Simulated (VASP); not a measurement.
# MoS2 (P-6m2) in VASP: notebook

Runs on MoS2. Level: PBE+D3(BJ). Tasks: single point.

Everything below comes from runs of VASP 6.6.1. Logs are shortened: lines on timing, memory, paths and dates and some standing lists are left out, and cuts for length are marked.

### Step 1. The cell of the first run

It takes space group P-6m2 (No. 187, hexagonal). The conventional cell has a = 3.150 Å, b = 3.150 Å, c = 5.983 Å, α = 90.00°, β = 90.00°, γ = 120.00°. Within 3.0 Å of Mo (site symmetry -6m2) lie 6 S at 2.30 Å. Within 3.0 Å of S (site symmetry 3m) lie 3 Mo at 2.30 Å and 1 S at 2.82 Å.

### Step 2. Single point, PBE+D3(BJ) (strain -0.1000 x Voigt [0, 0, 1, 0, 0, 0])

INCAR reads:

```
PREC = Accurate
ENCUT = 520
EDIFF = 1E-6
ISMEAR = 0
SIGMA = 0.05
LREAL = F
LASPH = T
NELM = 100
ALGO = Normal
ISIF = 2
LWAVE = F
LCHARG = F
GGA = PE
IVDW = 12
NBANDS = 20
```

KPOINTS reads:

```
Automatic mesh
0
Gamma
  12 12 4
```

POSCAR reads:

```
MoS2
1.0
    3.1497239970      0.0000000000      0.0000000000
   -1.5748619985      2.7277409963      0.0000000000
    0.0000000000      0.0000000000      5.9827883942
Mo S
1 2
Direct
    0.0000000000      0.0000000000      0.0000000000
    0.3333333333      0.6666666667      0.2356692374
    0.3333333333      0.6666666667      0.7643307626
```

Potentials or basis: VASP PAW PBE potentials, release 64 (Mo_sv, S).

On the command line:

```
$ cat potpaw_PBE.64/Mo_sv/POTCAR potpaw_PBE.64/S/POTCAR > POTCAR
$ mpirun -np 1 vasp_std > vasp.out
```

OUTCAR:

```text
PREC = Accurate
   ENCUT = 520
   EDIFF = 1E-6
   ISMEAR = 0
   LREAL = F
   LASPH = T
   NELM = 100
   ISIF = 2
   GGA = PE
   IVDW = 12
 IVDW          = 12

 ion  position               nearest neighbor table
   1  0.000  0.000  0.000-   2 2.30   3 2.30   2 2.30   3 2.30   2 2.30   3 2.30
   2  0.333  0.667  0.236-   1 2.30   1 2.30   1 2.30
   3  0.333  0.667  0.764-   1 2.30   1 2.30   1 2.30

  LATTYP: Found a hexagonal cell.
 ALAT       =     3.1497239970
 C/A-ratio  =     1.8994643340

  Lattice vectors:

 A1 = (   3.1497239970,   0.0000000000,   0.0000000000)
 A2 = (  -1.5748619985,   2.7277409963,   0.0000000000)
 A3 = (   0.0000000000,   0.0000000000,   5.9827883942)

Analysis of symmetry for initial positions (statically):
=====================================================================
 Subroutine PRICEL returns:
 Original cell was already a primitive cell.

 Routine SETGRP: Setting up the symmetry group for a
 hexagonal supercell.

 Subroutine GETGRP returns: Found 12 space group operations
 (whereof 12 operations were pure point group operations)
 out of a pool of 24 trial point group operations.

The static configuration has the point symmetry D_3h.

Analysis of symmetry for dynamics (positions and initial velocities):
=====================================================================
 Subroutine PRICEL returns:
 Original cell was already a primitive cell.

 Routine SETGRP: Setting up the symmetry group for a
 hexagonal supercell.

 Subroutine GETGRP returns: Found 12 space group operations
 (whereof 12 operations were pure point group operations)
 out of a pool of 24 trial point group operations.

The dynamic configuration has the point symmetry D_3h.

 Subroutine INISYM returns: Found 12 space group operations
 (whereof 12 operations are pure point group operations),
 and found     1 'primitive' translations

----------------------------------------------------------------------------------------

                                     Primitive cell

  volume of cell :      51.4019

  direct lattice vectors                    reciprocal lattice vectors
     3.149723997  0.000000000  0.000000000     0.317488136  0.183301861  0.000000000
    -1.574861999  2.727740996  0.000000000     0.000000000  0.366603721  0.000000000
     0.000000000  0.000000000  5.982788394     0.000000000  0.000000000  0.167146142

  length of vectors
     3.149723997  3.149723997  5.982788394     0.366603721  0.366603721  0.167146142

  position of ions in fractional coordinates (direct lattice)
[... 81 lines left out ...]
   EDIFF  = 0.1E-05   stopping-criterion for ELM
   LREAL  =      F    real-space projection
   EDIFFG = 0.1E-04   stopping-criterion for IOM
   NSW    =      0    number of steps for IOM
   IBRION =     -1    ionic relax: 0-MD 1-quasi-New 2-CG
   NFREE  =      0    steps in history (QN), initial steepest desc. (CG)
   ISIF   =      2    stress and relaxation
   ISYM   =      2    0-nonsym 1-usesym 2-fastsym
   POTIM  = 0.5000    time-step for ionic-motion
   TEBEG  =    0.0;   TEEND  =   0.0 temperature during run
   PSTRESS=    0.0 pullay stress
   NELECT =      26.0000    total number of electrons
   NUPDOWN=      -1.0000    fix difference up-down
   EMIN   =  10.00;   EMAX   =-10.00  energy-range for DOS
   EFERMI =   0.00;   METHOD = LEGACY
   ISMEAR =     0;   SIGMA  =   0.05  broadening in eV -4-tet -1-fermi 0-gaus
   EFERMI_NEDOS =   21; number of points for ismear=-14 and -15
   IALGO  =     38    algorithm
   IMIX   =      4    mixing-type and parameters
     AMIX     =   0.40;   BMIX     =  1.00
     AMIX_MAG =   1.60;   BMIX_MAG =  1.00
  volume/ion in A,a.u.               =      17.13       115.63
  Fermi-wavevector in a.u.,A,eV,Ry     =   1.304386  2.464932 23.149270  1.701423
  Thomas-Fermi vector in A             =   2.435325
   LORBIT       =      0    0 simple, 1 ext, 2 COOP (PROOUT), +10 PAW based schemes
   GGA     = PE    functional components
   LHFCALC =     F    Hartree Fock is set to
   AEXX    =    0.0000 exact exchange contribution
   IVDW    =    12    specifies the selected vdW correction
   LEPSILON=     F    determine dielectric tensor
   LRPA    =     F    only Hartree local field effects (RPA)
 non-spin polarized calculation
 Gauss-broadening in eV      SIGMA  =   0.05
  energy-cutoff  :      520.00
  volume of cell :       51.40
 maximum number of plane-waves:      1416
 NGX is ok and might be reduce to    24
   NGX = 11   NGY = 11   NGZ = 23

 number of electron      26.0000000 magnetization

 Free energy of the ion-electron system (eV)
  ---------------------------------------------------
  ext. energy  EPLUGINS =         0.00000000
  ---------------------------------------------------
  free energy    TOTEN  =       -21.09236712 eV

  energy without entropy =      -21.09168865  energy(sigma->0) =      -21.09202789

 E-fermi :   8.5634     XC(G=0): -10.8364

 val. band max:        8.5575779410   @ k =   0.0833  -0.0000   0.5000
 cond. band min:       8.5657386036   @ k =   0.3333   0.3333   0.0000
 fundamental gap:      0.0081606627
 Fermi energy:         8.5633986739

 k-point     1 :       0.0000    0.0000    0.0000
  band No.  band energies     occupation
      1     -53.3969      2.00000
      2     -27.6187      2.00000
      3     -27.4145      2.00000
      4     -27.4145      2.00000
      5      -7.5245      2.00000
      6      -5.2355      2.00000
[... 541 lines left out ...]
     19      15.8887      0.00000
     20      16.9239      0.00000

 [... further k-points ...]

------------------------ aborting loop because EDIFF is reached ----------------------------------------

 Edisp (eV)   -1.32277

 E8    (eV) :    -0.5328

  FORCE on cell =-STRESS in cart. coord.  units (eV):
  Direction    XX          YY          ZZ          XY          YZ          ZX
  --------------------------------------------------------------------------------------
  -------------------------------------------------------------------------------------
  Total       4.11800     4.11800    11.06486     0.00000    -0.00000     0.00000
  in kB     128.35641   128.35641   344.88730     0.00000    -0.00000     0.00000
  external pressure =      200.53 kB  Pullay stress =        0.00 kB

 VOLUME and BASIS-vectors are now :
 -----------------------------------------------------------------------------
  energy-cutoff  :      520.00
  volume of cell :       51.40
      direct lattice vectors                 reciprocal lattice vectors
     3.149723997  0.000000000  0.000000000     0.317488136  0.183301861  0.000000000
    -1.574861999  2.727740996  0.000000000     0.000000000  0.366603721  0.000000000
     0.000000000  0.000000000  5.982788394     0.000000000  0.000000000  0.167146142

 POSITION                                       TOTAL-FORCE (eV/Angst)
 -----------------------------------------------------------------------------------
      0.00000      0.00000      0.00000         0.000000     -0.000000      0.000000
     -0.00000      1.81849      1.40996        -0.000000     -0.000000      3.284116
     -0.00000      1.81849      4.57283        -0.000000      0.000000     -3.284116
 -----------------------------------------------------------------------------------
    total drift:                                0.000000     -0.000000     -0.000000

  FREE ENERGIE OF THE ION-ELECTRON SYSTEM (eV)
  ---------------------------------------------------
  free  energy   TOTEN  =       -22.4151421101 eV

  energy  without entropy=      -22.4144636423  energy(sigma->0) =      -22.41480288
```

OSZICAR:

```text
N       E                     dE             d eps       ncg     rms          rms(c)
DAV:   1     0.188465715867E+03    0.18847E+03   -0.13594E+04  2296   0.123E+03
DAV:   2    -0.149864289187E+02   -0.20345E+03   -0.19779E+03  2712   0.321E+02
DAV:   3    -0.223591452884E+02   -0.73727E+01   -0.72988E+01  2852   0.577E+01
DAV:   4    -0.224425636605E+02   -0.83418E-01   -0.83378E-01  2812   0.647E+00
DAV:   5    -0.224438064694E+02   -0.12428E-02   -0.12428E-02  2904   0.776E-01    0.315E+01
DAV:   6    -0.213102450162E+02    0.11336E+01   -0.78564E+00  2424   0.182E+01    0.112E+01
DAV:   7    -0.211640823257E+02    0.14616E+00   -0.22136E+00  2380   0.938E+00    0.741E+00
DAV:   8    -0.210921236473E+02    0.71959E-01   -0.39280E-01  2616   0.407E+00    0.181E+00
DAV:   9    -0.210928543790E+02   -0.73073E-03   -0.14998E-02  2740   0.812E-01    0.685E-01
DAV:  10    -0.210922670924E+02    0.58729E-03   -0.48842E-03  2620   0.440E-01    0.102E-01
DAV:  11    -0.210923387643E+02   -0.71672E-04   -0.53520E-04  2688   0.160E-01    0.604E-02
DAV:  12    -0.210923439125E+02   -0.51482E-05   -0.43391E-05  2732   0.461E-02    0.265E-02
DAV:  13    -0.210923671015E+02   -0.23189E-04   -0.26981E-05  2492   0.300E-02    0.804E-03
DAV:  14    -0.210923671198E+02   -0.18266E-07   -0.14666E-06  2260   0.693E-03
   1 F= -.22415142E+02 E0= -.22414803E+02  d E =-.678468E-03
```

stdout:

```text
POSCAR found type information on POSCAR MoS
 POSCAR found :  2 types and       3 ions
 scaLAPACK will be used
 LDA part: xc-table for (Slater+PW92), standard interpolation
 POSCAR, INCAR and KPOINTS ok, starting setup
 FFT: planning ... GRIDC
 FFT: planning ... GRID_SOFT
 FFT: planning ... GRID
 WAVECAR not read
 entering main loop
```

Wall time 1.8 min (1 thread of AMD EPYC 7R13, shared host); peak memory 0.18 GiB.

Results:

```
Free energy                : -22.4151 eV
Pressure                   : 20.1 GPa
Largest force              : 3.284 eV/Å
Band gap on the k mesh     : zero (band 13 reaches 8.80 eV, above the bottom of band 14 at 8.57 eV)
Dispersion energy per atom : -0.441 eV
```

Forces in eV/Å, atoms in the order of the input:
```
Mo   0.000  0.000  0.000
S    0.000  0.000  3.284
S    0.000  0.000 -3.284
```

Levels at points of the mesh, in eV from the Fermi level:
```
           k point  band 10  band 11  band 12  band 13  band 14  band 15  band 16  band 17
(0.00, 0.00, 0.00)    -3.36    -3.36    -1.29    -1.21     1.76     1.76     2.27     2.27
(0.50, 0.00, 0.00)    -5.07    -2.71    -2.23    -1.90     0.96     1.54     3.66     4.12
(0.00, 0.00, 0.50)    -3.67    -3.40    -3.40     0.24     1.61     1.61     2.52     2.52
(0.50, 0.00, 0.50)    -5.13    -3.54    -2.58    -1.51     1.01     1.68     2.69     3.68
```

Caveat: the cell differs from its parent crystal (strain -0.1000 x Voigt [0, 0, 1, 0, 0, 0]); forces of over 1 eV/Å act on the atoms, so gaps and moduli don't describe the material at rest.

### Step 3. Single point, PBE+D3(BJ) (strain -0.0750 x Voigt [0, 0, 1, 0, 0, 0])

INCAR reads:

```
ALGO     = Normal         # electronic algorithm
EDIFF    = 1E-6           # SCF threshold, eV
ENCUT    = 520            # plane-wave cutoff, eV
GGA      = PE             # functional
ISIF     = 2              # what is computed and relaxed
ISMEAR   = 0              # smearing method
IVDW     = 12             # dispersion correction
LASPH    = True           # aspherical terms in the spheres
LCHARG   = False          # write CHGCAR
LREAL    = False          # projectors in reciprocal space
LWAVE    = False          # write WAVECAR
NBANDS   = 20             # bands
NELM     = 80             # most SCF steps
PREC     = Accurate       # precision mode
SIGMA    = 0.05           # smearing width, eV
```

KPOINTS reads:

```
k-points
0
Gamma
  12 12 4
```

Changes to POSCAR since step 2:

```diff
@@ -4,3 +4,3 @@
    -1.5748619985      2.7277409963      0.0000000000
-    0.0000000000      0.0000000000      5.9827883942
+    0.0000000000      0.0000000000      6.1489769607
 Mo S
```

Potentials or basis: VASP PAW PBE potentials, release 64 (Mo_sv, S).

On the command line:

```
$ cat potpaw_PBE.64/Mo_sv/POTCAR potpaw_PBE.64/S/POTCAR > POTCAR
$ mpirun -np 1 vasp_std > vasp.out
```

Wall time 1.8 min (1 thread of AMD EPYC 7R13, shared host); peak memory 0.19 GiB.

Results (log left out):

```yaml
Free_energy: -22.6800 eV
Pressure: 14.0 GPa
Largest_force: 2.399 eV/Å
Band_gap_on_the_k_mesh: 0.22 eV, indirect (least direct gap 1.51 eV)
Dispersion_energy_per_atom: -0.429 eV
```

Forces in eV/Å, atoms in the order of the input:
```
Mo   0.000  0.000  0.000
S    0.000  0.000  2.399
S    0.000  0.000 -2.399
```

Stress tensor (GPa, compression positive):
```
 8.59  0.00  0.00
 0.00  8.59  0.00
 0.00  0.00 24.72
```

Levels at points of the mesh, in eV from the valence-band top:
```csv
k point,band 10,band 11,band 12,band 13,band 14,band 15,band 16,band 17
"(0.00, 0.00, 0.00)",-3.13,-3.13,-1.48,-1.36,1.79,1.79,2.21,2.21
"(0.50, 0.00, 0.00)",-4.85,-2.51,-2.13,-2.12,1.06,1.61,3.54,3.94
"(0.00, 0.00, 0.50)",-3.66,-3.17,-3.17,0.00,1.66,1.66,2.40,2.40
"(0.50, 0.00, 0.50)",-4.90,-3.51,-2.40,-1.50,1.10,1.78,2.67,3.58
```

Caveat: the cell differs from its parent crystal (strain -0.0750 x Voigt [0, 0, 1, 0, 0, 0]); forces of over 1 eV/Å act on the atoms, so gaps and moduli don't describe the material at rest. A k mesh can miss the band edges.

### Step 4. Single point, PBE+D3(BJ) (strain -0.0500 x Voigt [0, 0, 1, 0, 0, 0])

INCAR reads:

```
SYSTEM = MoS2
ALGO = Normal
EDIFF = 1E-7
ENCUT = 520
GGA = PE
ISIF = 2
ISMEAR = 0
IVDW = 12
LASPH = .True.
LCHARG = .True.
LELF = .True.
LREAL = .False.
LVHAR = .True.
LWAVE = .False.
NBANDS = 20
NELM = 80
PREC = Accurate
SIGMA = 0.05
```

KPOINTS reads:

```
k-points
0
Gamma
  12 12 4
  0 0 0
```

Changes to POSCAR since step 3:

```diff
@@ -4,3 +4,3 @@
    -1.5748619985      2.7277409963      0.0000000000
-    0.0000000000      0.0000000000      6.1489769607
+    0.0000000000      0.0000000000      6.3151655272
 Mo S
```

On the command line:

```
$ cat potpaw_PBE.64/Mo_sv/POTCAR potpaw_PBE.64/S/POTCAR > POTCAR
$ mpirun -np 1 vasp_std > vasp.out
```

Wall time 2.1 min (1 thread of AMD EPYC 7R13, shared host); peak memory 0.19 GiB.

It converged, with:

* Free energy: -22.8587 eV
* Pressure: 8.6 GPa
* Largest force: 1.530 eV/Å
* Band gap on the k mesh: 0.64 eV, indirect (least direct gap 1.60 eV)
* Dispersion energy per atom: -0.418 eV

Forces in eV/Å, atoms in the order of the input:
```
Mo   0.000  0.000  0.000
S    0.000  0.000  1.530
S    0.000  0.000 -1.530
```

Stress tensor (GPa, compression positive):
```
 5.18  0.00  0.00
 0.00  5.18  0.00
 0.00  0.00 15.44
```

Levels at points of the mesh, in eV from the valence-band top:
| k point | band 10 | band 11 | band 12 | band 13 | band 14 | band 15 | band 16 | band 17 |
| --- | --- | --- | --- | --- | --- | --- | --- | --- |
| (0.00, 0.00, 0.00) | -2.69 | -2.69 | -1.49 | -1.20 | 2.03 | 2.03 | 2.36 | 2.36 |
| (0.50, 0.00, 0.00) | -4.40 | -2.10 | -2.08 | -1.82 | 1.38 | 1.89 | 3.66 | 3.99 |
| (0.00, 0.00, 0.50) | -3.43 | -2.72 | -2.72 | 0.00 | 1.93 | 1.93 | 2.51 | 2.51 |
| (0.50, 0.00, 0.50) | -4.44 | -3.26 | -2.00 | -1.27 | 1.41 | 2.07 | 2.86 | 3.70 |

Caveat: the cell differs from its parent crystal (strain -0.0500 x Voigt [0, 0, 1, 0, 0, 0]); forces of over 1 eV/Å act on the atoms, so gaps and moduli don't describe the material at rest. A k mesh can miss the band edges.

### Step 5. Overview

```tsv
cell	gap on the mesh (eV)	pressure (GPa)	largest force (eV/Å)
a = 3.150, b = 3.150, c = 5.983 Å, angles 90.0, 90.0, 120.0°, 3 atoms	none	20.1	3.28
a = 3.150, b = 3.150, c = 6.149 Å, angles 90.0, 90.0, 120.0°, 3 atoms	0.22	14.0	2.40
a = 3.150, b = 3.150, c = 6.315 Å, angles 90.0, 90.0, 120.0°, 3 atoms	0.64	8.6	1.53
```

Alike in all rows: task single point; level PBE+D3(BJ); potentials or basis VASP PAW PBE potentials, release 64 (Mo_sv, S); no spin polarisation; k mesh 12 × 12 × 4; cutoff (eV) 520; smearing gaussian 0.05 eV.

Caveats: forces of over 1 eV/Å act on the atoms, so gaps and moduli don't describe the material at rest.

Total energies depend on the potentials used, so only differences within one code and one set of settings carry meaning.
